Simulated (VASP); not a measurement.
Input of a VASP 6.6.1 run:

File INCAR:

```
SYSTEM = LuH2
PREC     = Accurate       ! precision mode
ENCUT    = 600            ! plane-wave cutoff, eV
EDIFF    = 1E-7           ! SCF threshold, eV
ISMEAR   = -1             ! smearing method
SIGMA    = 0.1            ! smearing width, eV
LREAL    = .FALSE.        ! projectors in reciprocal space
LASPH    = .TRUE.         ! aspherical terms in the spheres
NELM     = 80             ! most SCF steps
ALGO     = Normal         ! electronic algorithm
ISIF     = 3              ! what is computed and relaxed
LWAVE    = .FALSE.        ! write WAVECAR
LCHARG   = .FALSE.        ! write CHGCAR
GGA      = PS             ! functional
IBRION   = 2              ! ionic algorithm
NSW      = 100            ! ionic steps
EDIFFG   = -0.002         ! ionic threshold
PSTRESS  = 40.0
```

Contents of KPOINTS:

```
regular mesh
0
G
  14 14 14
  0 0 0
```

POSCAR

```
LuH2
1.0
    0.0000000000      2.4795139380      2.4795139380
    2.4795139380      0.0000000000      2.4795139380
    2.4795139380      2.4795139380      0.0000000000
Lu H
1 2
Direct
    0.0000000000      0.0000000000      0.0000000000
    0.2500000000      0.2500000000      0.2500000000
    0.7500000000      0.7500000000      0.7500000000
```

Potentials or basis: VASP PAW PBE potentials, release 64 (Lu, H).

The run is started by

```console
$ cat potpaw_PBE.64/Lu/POTCAR potpaw_PBE.64/H/POTCAR > POTCAR
$ mpirun -np 1 vasp_std > vasp.out
```

(1) Estimate the relaxed cell.

(2) What does it give for the space group after relaxing (to 0.1 Å)?

## Answers

(1) a = 3.467 Å, b = 3.467 Å, c = 3.467 Å, α = 60.00°, β = 60.00°, γ = 60.00°.

(2) Fm-3m (No. 225).

Caveat: the cell is relaxed towards a set pressure, so the run minimises the enthalpy, not the energy.
